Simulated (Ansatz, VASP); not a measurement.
# AlGa5P6: VASP beside Ansatz

```
Al Ga P
1.0
     6.52109    0.00000    0.00000
    -3.26055    5.64743    0.00000
     0.00000    0.00000    6.20639
Al Ga P
1 5 6
Direct
  0.00000 0.00000 0.50005
  0.33333 0.66667 0.50005
  0.66667 0.33333 0.50005
  0.00000 0.66667 0.00005
  0.66667 0.00000 0.00005
  0.33333 0.33333 0.00005
  0.33333 0.66667 0.87395
  0.00000 0.00000 0.87395
  0.66667 0.33333 0.87395
  0.00000 0.66667 0.37395
  0.66667 0.00000 0.37395
  0.33333 0.33333 0.37395
```

Alike in both runs: task single point; functional PBE; k mesh 3 × 3 × 4; occupations gaussian, width 0.1 eV; no spin polarisation.

|  | VASP | Ansatz |
| --- | --- | --- |
| version | VASP 6.6.1 | Ansatz 0.2.0 |
| potentials or method | VASP PAW PBE potentials, release 64 (Al, Ga_d, P), cutoff 520 eV | scalar-relativistic, plane waves, PAW |
| valence electrons in the cell | 98 | 98 |

Ansatz gave:

* gap on the k mesh at the Fermi level (eV): 1.61
* least direct gap on the mesh (eV): 1.68
* pressure (GPa): 8.7
* rms of the force components (eV/Å): 0.020

What did VASP give for the same quantities?

gap on the k mesh at the Fermi level (eV): 1.61; least direct gap on the mesh (eV): 1.68; pressure (GPa): 8.6; rms of the force components (eV/Å): 0.020.

Atom by atom the forces differ by 0.001 eV/Å (rms over components).
